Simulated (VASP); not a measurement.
# HfO2 (P-3m1) in VASP: a series of runs, part 2 of 2

VASP 6.6.1. Earlier steps stand in the parts before.

### Step 3. Relaxation of cell and atoms, PBE

This run uses another cell than the first one, of 12.43 Å³/atom.

File INCAR:

```
SYSTEM = HfO2
  PREC = Accurate
  ENCUT = 600
  EDIFF = 1E-6
  ISMEAR = 0
  SIGMA = 0.05
  LREAL = .FALSE.
  LASPH = .TRUE.
  NELM = 80
  ALGO = Normal
  ISIF = 3
  LWAVE = .FALSE.
  LCHARG = .FALSE.
  GGA = PE
  IBRION = 2
  NSW = 80
  EDIFFG = -0.01
```

File KPOINTS:

```
Automatic mesh
0
G
  14 14 8
  0 0 0
```

File POSCAR:

```
HfO2
1.0
    2.9881812114      0.0000000000      0.0000000000
   -1.4940906057      2.5878408402      0.0000000000
    0.0000000000      0.0000000000      4.8205564825
Hf O
1 2
Direct
    0.0000000000      0.0000000000      0.0000000000
    0.3333333333      0.6666666667      0.2520000000
    0.6666666667      0.3333333333      0.7480000000
```

Potentials or basis: VASP PAW PBE potentials, release 64 (Hf_pv, O).

Run with:

```sh
cat potpaw_PBE.64/Hf_pv/POTCAR potpaw_PBE.64/O/POTCAR > POTCAR
mpirun -np 1 vasp_std > vasp.out
```

OUTCAR:

```text
SYSTEM = HfO2
   PREC = Accurate
   ENCUT = 600
   EDIFF = 1E-6
   ISMEAR = 0
   LREAL = .FALSE.
   LASPH = .TRUE.
   NELM = 80
   ISIF = 3
   GGA = PE
   IBRION = 2
   NSW = 80
   EDIFFG = -0.01

 ion  position               nearest neighbor table
   1  0.000  0.000  0.000-   2 2.11   3 2.11   3 2.11   2 2.11   3 2.11   2 2.11
   2  0.333  0.667  0.252-   1 2.11   1 2.11   1 2.11
   3  0.667  0.333  0.748-   1 2.11   1 2.11   1 2.11

  LATTYP: Found a hexagonal cell.
 ALAT       =     2.9881812114
 C/A-ratio  =     1.6132075472

  Lattice vectors:

 A1 = (   2.9881812114,   0.0000000000,   0.0000000000)
 A2 = (  -1.4940906057,   2.5878408402,   0.0000000000)
 A3 = (   0.0000000000,   0.0000000000,   4.8205564825)

Analysis of symmetry for initial positions (statically):
=====================================================================
 Subroutine PRICEL returns:
 Original cell was already a primitive cell.

 Routine SETGRP: Setting up the symmetry group for a
 hexagonal supercell.

 Subroutine GETGRP returns: Found 12 space group operations
 (whereof 12 operations were pure point group operations)
 out of a pool of 24 trial point group operations.

The static configuration has the point symmetry D_3d.

Analysis of symmetry for dynamics (positions and initial velocities):
=====================================================================
 Subroutine PRICEL returns:
 Original cell was already a primitive cell.

 Routine SETGRP: Setting up the symmetry group for a
 hexagonal supercell.

 Subroutine GETGRP returns: Found 12 space group operations
 (whereof 12 operations were pure point group operations)
 out of a pool of 24 trial point group operations.

The dynamic configuration has the point symmetry D_3d.

 Subroutine INISYM returns: Found 12 space group operations
 (whereof 12 operations are pure point group operations),
 and found     1 'primitive' translations

----------------------------------------------------------------------------------------

                                     Primitive cell

  volume of cell :      37.2771

  direct lattice vectors                    reciprocal lattice vectors
     2.988181211  0.000000000  0.000000000     0.334651726  0.193211264  0.000000000
    -1.494090606  2.587840840  0.000000000     0.000000000  0.386422528  0.000000000
     0.000000000  0.000000000  4.820556482     0.000000000  0.000000000  0.207444930

  length of vectors
     2.988181211  2.988181211  4.820556482     0.386422528  0.386422528  0.207444930

  position of ions in fractional coordinates (direct lattice)
     0.000000000  0.000000000  0.000000000
     0.333333333  0.666666667  0.252000000
     0.666666667  0.333333333  0.748000000

  ion indices of the primitive-cell ions
   primitive index   ion index
                 1           1
                 2           2
                 3           3

----------------------------------------------------------------------------------------

 KPOINTS: Automatic mesh

Automatic generation of k-mesh.
 Grid dimensions read from file:
 generate k-points for:   14   14    8

 Generating k-lattice:

  Cartesian coordinates                     Fractional coordinates (reciprocal lattice)
     0.023903695  0.013800805  0.000000000     0.071428571  0.000000000  0.000000000
     0.000000000  0.027601609  0.000000000     0.000000000  0.071428571  0.000000000
     0.000000000  0.000000000  0.025930616     0.000000000  0.000000000  0.125000000

  Length of vectors
     0.027601609  0.027601609  0.025930616

  Shift w.r.t. Gamma in fractional coordinates (k-lattice)
     0.000000000  0.000000000  0.000000000

 Subroutine IBZKPT returns following result:
 ===========================================

 Found    168 irreducible k-points:

 Following reciprocal coordinates:
            Coordinates               Weight
  0.000000  0.000000  0.000000      1.000000
  0.071429  0.000000  0.000000      6.000000
  0.142857  0.000000  0.000000      6.000000
  0.214286  0.000000  0.000000      6.000000
[... 25 lines left out ...]
   LREAL  =      F    real-space projection
   EDIFFG = -.1E-01   stopping-criterion for IOM
   NSW    =     80    number of steps for IOM
   IBRION =      2    ionic relax: 0-MD 1-quasi-New 2-CG
   NFREE  =      1    steps in history (QN), initial steepest desc. (CG)
   ISIF   =      3    stress and relaxation
   ISYM   =      2    0-nonsym 1-usesym 2-fastsym
   POTIM  = 0.5000    time-step for ionic-motion
   TEBEG  =    0.0;   TEEND  =   0.0 temperature during run
   PSTRESS=    0.0 pullay stress
   NELECT =      22.0000    total number of electrons
   NUPDOWN=      -1.0000    fix difference up-down
   EMIN   =  10.00;   EMAX   =-10.00  energy-range for DOS
   EFERMI =   0.00;   METHOD = LEGACY
   ISMEAR =     0;   SIGMA  =   0.05  broadening in eV -4-tet -1-fermi 0-gaus
   EFERMI_NEDOS =   21; number of points for ismear=-14 and -15
   IALGO  =     38    algorithm
   IMIX   =      4    mixing-type and parameters
     AMIX     =   0.40;   BMIX     =  1.00
     AMIX_MAG =   1.60;   BMIX_MAG =  1.00
  volume/ion in A,a.u.               =      12.43        83.85
  Fermi-wavevector in a.u.,A,eV,Ry     =   1.373204  2.594980 25.656372  1.885690
  Thomas-Fermi vector in A             =   2.498742
   LORBIT       =      0    0 simple, 1 ext, 2 COOP (PROOUT), +10 PAW based schemes
   GGA     = PE    functional components
   LHFCALC =     F    Hartree Fock is set to
   AEXX    =    0.0000 exact exchange contribution
   IVDW    =     0    specifies the selected vdW correction
   LEPSILON=     F    determine dielectric tensor
   LRPA    =     F    only Hartree local field effects (RPA)
 conjugate gradient relaxation of ions
 non-spin polarized calculation
 Gauss-broadening in eV      SIGMA  =   0.05
  energy-cutoff  :      600.00
  volume of cell :       37.28
 maximum number of plane-waves:      1268
   NGX = 11   NGY = 11   NGZ = 19

--------------------------------------- Ionic step        1  -------------------------------------------

 number of electron      22.0000005 magnetization

 Free energy of the ion-electron system (eV)
  ---------------------------------------------------
  ext. energy  EPLUGINS =         0.00000000
  ---------------------------------------------------
  free energy    TOTEN  =       -28.61388996 eV

  energy without entropy =      -28.61388996  energy(sigma->0) =      -28.61388996

------------------------ aborting loop because EDIFF is reached ----------------------------------------

  FORCE on cell =-STRESS in cart. coord.  units (eV):
  Direction    XX          YY          ZZ          XY          YZ          ZX
  --------------------------------------------------------------------------------------
  -------------------------------------------------------------------------------------
  Total        6.7691100      6.7691100     -5.4102763      0.0000000      0.0000000     -0.0000000
  in kB      290.9380248    290.9380248   -232.5350135      0.0000000      0.0000000     -0.0000000
  external PRESSURE =     116.4470120 kB  Pullay stress =       0.0000000 kB
[... 1406 lines left out ...]
      4     -16.1811      2.00000
      5     -15.9775      2.00000
      6      -3.5111      2.00000
      7      -3.1328      2.00000
      8      -2.9362      2.00000
      9      -1.4949      2.00000
     10      -1.4311      2.00000
     11      -0.9203      2.00000
     12       4.5483      0.00000
     13       5.9726      0.00000
     14       6.1492      0.00000
     15       9.5697      0.00000

 [... further k-points ...]

[... ionic steps 4 to 24 ...]

--------------------------------------- Ionic step       25  -------------------------------------------

 number of electron      22.0000010 magnetization

------------------------ aborting loop because EDIFF is reached ----------------------------------------
[... 69 lines left out ...]
--------------------------------------- Ionic step       27  -------------------------------------------

 number of electron      22.0000010 magnetization

 Free energy of the ion-electron system (eV)
  ---------------------------------------------------
  ext. energy  EPLUGINS =         0.00000000
  ---------------------------------------------------
  free energy    TOTEN  =       -29.82786390 eV

  energy without entropy =      -29.82786390  energy(sigma->0) =      -29.82786390

 E-fermi :  -0.0273     XC(G=0):  -9.2086

 val. band max:       -0.2620391862   @ k =   0.1429   0.1429   0.0000
 cond. band min:       4.5214407926   @ k =   0.5000  -0.0000   0.0000
 fundamental gap:      4.7834799788
 Fermi energy:        -0.0272977065
[... 462 lines left out ...]
  FREE ENERGIE OF THE ION-ELECTRON SYSTEM (eV)
  ---------------------------------------------------
  free  energy   TOTEN  =       -29.8278638969 eV

  energy  without entropy=      -29.8278638969  energy(sigma->0) =      -29.82786390

 reached required accuracy - stopping structural energy minimisation
```

CONTCAR:

```text
HfO2
   1.00000000000000
     3.2388200043883870    0.0000000000000000    0.0000000000000000
    -1.6194100021941935    2.8049004021056514   -0.0000000000000001
     0.0000000000000000    0.0000000000000000    5.2969396002360236
  Hf              O
     1     2
Direct
     0.0000000000000000    0.0000000000000000    0.0000000000000000
     0.3333333332999970    0.6666666667000030    0.1820610438963962
     0.6666666667000030    0.3333333332999970    0.8179389561036038

  0.00000000E+00  0.00000000E+00  0.00000000E+00
  0.00000000E+00  0.00000000E+00  0.00000000E+00
  0.00000000E+00  0.00000000E+00  0.00000000E+00
```

It took 9 min on 1 thread of Intel Xeon 6975P-C (Granite Rapids), shared host; peak memory 0.27 GiB.

Results:

```
Free energy                           : -29.8279 eV
Relaxed volume                        : 16.04 Å³/atom
Relaxed cell                          : a = 3.239 Å, b = 3.239 Å, c = 5.297 Å, α = 90.00°, β = 90.00°, γ = 120.00°
Space group after relaxing (to 0.1 Å) : P-3m1 (No. 164)
Energy gained by relaxing             : 404.7 meV/atom
Ionic steps                           : 27
Pressure after relaxing               : 0.0 GPa
Largest force after relaxing          : 0.005 eV/Å
Band gap on the k mesh                : 4.78 eV (least direct gap 5.03 eV)
```

Forces on the atoms (eV/Å):
```
Hf   0.000  0.000  0.000
O    0.000  0.000 -0.005
O    0.000  0.000  0.005
```

Step by step:
```tsv
step	energy change (eV)	largest force (eV/Å)	pressure (GPa)	volume (Å³)
1	0.0000	2.7487	11.64	37.28
2	-1.0178	1.0904	-10.76	41.85
3	-1.0434	1.3607	-7.72	41.12
4	-1.0033	1.1870	16.16	38.10
5	-1.1278	0.2948	1.88	39.71
6	-1.1279	0.2703	2.12	39.68
7	-1.1435	0.1644	1.17	40.31
8	-1.1545	0.1393	-1.20	42.23
9	-1.1566	0.0637	-0.61	41.71
10	-1.1680	0.1344	0.32	42.01
11	-1.1840	0.3620	3.29	42.87
12	-1.1933	0.2333	2.20	43.43
13	-1.2052	0.1441	-0.84	45.10
14	-1.2067	0.1464	-0.55	45.31
15	-1.2084	0.1471	0.26	45.88
16	-1.2098	0.1118	0.43	46.15
17	-1.2125	0.0089	0.75	46.96
18	-1.2099	0.2671	1.59	48.60
19	-1.2128	0.0966	1.06	47.44
20	-1.2138	0.0444	0.20	47.97
21	-1.2138	0.0286	0.01	48.12
22	-1.2135	0.0011	-0.44	48.42
23	-1.2138	0.0240	-0.14	48.19
24	-1.2138	0.0281	-0.11	48.15
25	-1.2139	0.0253	0.01	48.12
26	-1.2140	0.0212	0.18	48.08
27	-1.2140	0.0050	0.01	48.12
```

Final structure:
```
Hf O
1.0
     3.23882    0.00000    0.00000
    -1.61941    2.80490    0.00000
     0.00000    0.00000    5.29694
Hf O
1 2
Direct
  0.00000 0.00000 0.00000
  0.33333 0.66667 0.18206
  0.66667 0.33333 0.81794
```

Levels at points of the mesh, in eV from the valence-band top:
```
           k point  band 8  band 9  band 10  band 11  band 12  band 13  band 14  band 15
(0.00, 0.00, 0.00)   -3.43   -0.39    -0.29    -0.29     5.13     5.13     5.25     7.74
(0.50, 0.00, 0.00)   -1.77   -1.36    -1.04    -0.58     4.78     5.95     7.14     9.89
(0.00, 0.00, 0.50)   -3.07   -0.98    -0.30    -0.30     5.11     5.11     6.02     8.00
(0.50, 0.00, 0.50)   -1.92   -1.26    -1.01    -0.33     4.91     6.12     7.13     9.66
```

Caveat: the volume moved by over 15 % at a fixed basis, so the end points are rough; spin-orbit coupling is left out, which moves the levels of the heavy elements.

### Step 4. Single point, PBE (16.16 Å³/atom)

This run uses another cell than the first one, of 16.16 Å³/atom.

File INCAR:

```
PREC = Accurate
ENCUT = 520
EDIFF = 1E-6
ISMEAR = 0
SIGMA = 0.05
LREAL = F
LASPH = T
NELM = 60
ALGO = Normal
ISIF = 2
LWAVE = F
LCHARG = F
GGA = PE
NBANDS = 18
```

File KPOINTS:

```
Automatic mesh
0
Gamma
  12 12 6
```

File POSCAR:

```
HfO2
1.0
    3.2498425421      0.0000000000      0.0000000000
   -1.6249212711      2.8144461997      0.0000000000
    0.0000000000      0.0000000000      5.3013281512
Hf O
1 2
Direct
    0.0000000000      0.0000000000      0.0000000000
    0.3333333333      0.6666666667      0.1829873050
    0.6666666667      0.3333333333      0.8170126950
```

Run with:

```sh
cat potpaw_PBE.64/Hf_pv/POTCAR potpaw_PBE.64/O/POTCAR > POTCAR
mpirun -np 1 vasp_std > vasp.out
```

It took 91 s on 1 thread of AMD EPYC 7R13, shared host; peak memory 0.19 GiB.

The run converged. Its results:

| Quantity | Value |
| --- | --- |
| Free energy | -29.8355 eV |
| Pressure | -1.8 GPa |
| Largest force | 0.191 eV/Å |
| Band gap on the k mesh | 4.73 eV (least direct gap 4.98 eV) |

Forces on the atoms (eV/Å):
```
Hf   0.000  0.000  0.000
O    0.000  0.000 -0.191
O    0.000  0.000  0.191
```

Stress tensor (GPa, compression positive):
```
-2.18  0.00  0.00
 0.00 -2.18  0.00
 0.00  0.00 -1.10
```

Levels at points of the mesh, in eV from the valence-band top:
```
           k point  band 7  band 8  band 9  band 10  band 11  band 12  band 13  band 14  band 15  band 16
(0.00, 0.00, 0.00)   -3.58   -3.39   -0.36    -0.28    -0.28     5.09     5.09     5.19     7.65    10.20
(0.50, 0.00, 0.00)   -2.52   -1.76   -1.34    -1.03    -0.57     4.73     5.91     7.07     9.75    10.48
(0.00, 0.00, 0.50)   -3.58   -3.03   -0.96    -0.30    -0.30     5.07     5.07     5.95     7.98     8.73
(0.50, 0.00, 0.50)   -2.55   -1.91   -1.24    -1.00    -0.32     4.86     6.08     7.06     9.53    10.28
```

Caveat: spin-orbit coupling is left out, which moves the levels of the heavy elements. A k mesh can miss the band edges.

### Step 5. Single point, PBE (16.42 Å³/atom)

This run uses another cell than the first one, of 16.42 Å³/atom.

File INCAR:

```
SYSTEM = HfO2
  ALGO = Normal
  EDIFF = 1E-7
  ENCUT = 520
  GGA = PE
  ISIF = 2
  ISMEAR = 0
  LASPH = .TRUE.
  LCHARG = .FALSE.
  LREAL = .FALSE.
  LWAVE = .FALSE.
  NBANDS = 18
  NELM = 100
  PREC = Accurate
  SIGMA = 0.05
```

File KPOINTS:

```
k-points
0
G
  12 12 6
  0 0 0
```

File POSCAR:

```
HfO2
1.0
    3.2500632076      0.0000000000      0.0000000000
   -1.6250316038      2.8146373017      0.0000000000
    0.0000000000      0.0000000000      5.3847449399
Hf O
1 2
Direct
    0.0000000000      0.0000000000      0.0000000000
    0.3333333333      0.6666666667      0.1801650878
    0.6666666667      0.3333333333      0.8198349122
```

Run with:

```sh
cat potpaw_PBE.64/Hf_pv/POTCAR potpaw_PBE.64/O/POTCAR > POTCAR
mpirun -np 1 vasp_std > vasp.out
```

It took 1.9 min on 1 thread of AMD EPYC 7R13, shared host; peak memory 0.19 GiB.

It converged, with:

```
Free energy            : -29.8365 eV
Pressure               : -1.9 GPa
Largest force          : 0.191 eV/Å
Band gap on the k mesh : 4.75 eV (least direct gap 4.99 eV)
```

Forces in eV/Å, atoms in the order of the input:
```
Hf   0.000  0.000  0.000
O    0.000  0.000 -0.191
O    0.000  0.000  0.191
```

Stress tensor (GPa, compression positive):
```
-2.19  0.00  0.00
 0.00 -2.19  0.00
 0.00  0.00 -1.17
```

Levels at points of the mesh, in eV from the valence-band top:
| k point | band 7 | band 8 | band 9 | band 10 | band 11 | band 12 | band 13 | band 14 | band 15 | band 16 |
| --- | --- | --- | --- | --- | --- | --- | --- | --- | --- | --- |
| (0.00, 0.00, 0.00) | -3.58 | -3.37 | -0.38 | -0.28 | -0.28 | 5.09 | 5.09 | 5.20 | 7.63 | 10.16 |
| (0.50, 0.00, 0.00) | -2.52 | -1.77 | -1.33 | -1.03 | -0.55 | 4.75 | 5.91 | 7.07 | 9.75 | 10.46 |
| (0.00, 0.00, 0.50) | -3.57 | -3.05 | -0.93 | -0.30 | -0.30 | 5.07 | 5.07 | 5.93 | 7.91 | 8.69 |
| (0.50, 0.00, 0.50) | -2.54 | -1.90 | -1.25 | -1.00 | -0.33 | 4.86 | 6.07 | 7.06 | 9.53 | 10.28 |

Caveat: spin-orbit coupling is left out, which moves the levels of the heavy elements.

### Step 6. Single point, PBE (16.76 Å³/atom)

This run uses another cell than the first one, of 16.76 Å³/atom.

File INCAR:

```
PREC = Accurate ; ENCUT = 520
EDIFF = 1E-7 ; ISMEAR = 0
SIGMA = 0.05 ; LREAL = False
LASPH = True ; NELM = 100
ALGO = Normal ; ISIF = 2
LWAVE = False ; LCHARG = False
GGA = PE ; NBANDS = 18
```

File KPOINTS:

```
Automatic mesh
0
Gamma
  12 12 6
```

File POSCAR:

```
HfO2
1.0
    3.2501417885      0.0000000000      0.0000000000
   -1.6250708943      2.8147053548      0.0000000000
    0.0000000000      0.0000000000      5.4966613235
Hf O
1 2
Direct
    0.0000000000      0.0000000000      0.0000000000
    0.3333333333      0.6666666667      0.1765922599
    0.6666666667      0.3333333333      0.8234077401
```

Potentials or basis: VASP PAW PBE potentials, release 64 (Hf_pv, O).

Run with:

```sh
cat potpaw_PBE.64/Hf_pv/POTCAR potpaw_PBE.64/O/POTCAR > POTCAR
mpirun -np 1 vasp_std > vasp.out
```

It took 1.9 min on 1 thread of AMD EPYC 7R13, shared host; peak memory 0.2 GiB.

It converged, with:

```yaml
Free_energy: -29.8372 eV
Pressure: -1.9 GPa
Largest_force: 0.198 eV/Å
Band_gap_on_the_k_mesh: 4.76 eV (least direct gap 5.00 eV)
```

Forces in eV/Å, atoms in the order of the input:
```
Hf   0.000  0.000  0.000
O    0.000  0.000 -0.198
O    0.000  0.000  0.198
```

Stress tensor (GPa, compression positive):
```
-2.20  0.00  0.00
 0.00 -2.20  0.00
 0.00  0.00 -1.28
```

Levels at points of the mesh, in eV from the valence-band top:
```csv
k point,band 7,band 8,band 9,band 10,band 11,band 12,band 13,band 14,band 15,band 16
"(0.00, 0.00, 0.00)",-3.57,-3.34,-0.42,-0.28,-0.28,5.09,5.09,5.20,7.60,10.11
"(0.50, 0.00, 0.00)",-2.52,-1.77,-1.32,-1.02,-0.53,4.76,5.93,7.07,9.74,10.45
"(0.00, 0.00, 0.50)",-3.57,-3.07,-0.89,-0.29,-0.29,5.08,5.08,5.90,7.82,8.64
"(0.50, 0.00, 0.50)",-2.54,-1.88,-1.25,-1.00,-0.35,4.85,6.06,7.06,9.53,10.29
```

Caveat: spin-orbit coupling is left out, which moves the levels of the heavy elements. A k mesh can miss the band edges.

### Step 7. Overview

| task | cell | k mesh | cutoff (eV) | gap on the mesh (eV) | pressure (GPa) | relaxed volume (Å³/atom) | largest force (eV/Å) |
| --- | --- | --- | --- | --- | --- | --- | --- |
| relaxation of shape and atoms at fixed volume | relaxed from a = 3.283, b = 3.283, c = 6.048 Å, angles 90.0, 90.0, 120.0°, 3 atoms, atomic positions A | 12 × 12 × 6 | 600 | 4.87 | -0.2 | 18.81 | 0.01 |
| relaxation of cell and atoms | relaxed from a = 2.988, b = 2.988, c = 4.821 Å, angles 90.0, 90.0, 120.0°, 3 atoms, atomic positions B | 14 × 14 × 8 | 600 | 4.78 | 0.0 | 16.04 | 0.01 |
| single point | a = 3.250, b = 3.250, c = 5.301 Å, angles 90.0, 90.0, 120.0°, 3 atoms, atomic positions C | 12 × 12 × 6 | 520 | 4.73 | -1.8 | - | 0.19 |
| single point | a = 3.250, b = 3.250, c = 5.385 Å, angles 90.0, 90.0, 120.0°, 3 atoms, atomic positions D | 12 × 12 × 6 | 520 | 4.75 | -1.9 | - | 0.19 |
| single point | a = 3.250, b = 3.250, c = 5.497 Å, angles 90.0, 90.0, 120.0°, 3 atoms, atomic positions E | 12 × 12 × 6 | 520 | 4.76 | -1.9 | - | 0.20 |

Alike in all rows: level PBE; potentials or basis VASP PAW PBE potentials, release 64 (Hf_pv, O); no spin polarisation; smearing gaussian 0.05 eV.

Caveats: spin-orbit coupling is left out, which moves the levels of the heavy elements; the volume moved by over 15 % at a fixed basis, so the end points are rough (at least some runs).

Total energies depend on the potentials used, so only differences within one code and one set of settings carry meaning.
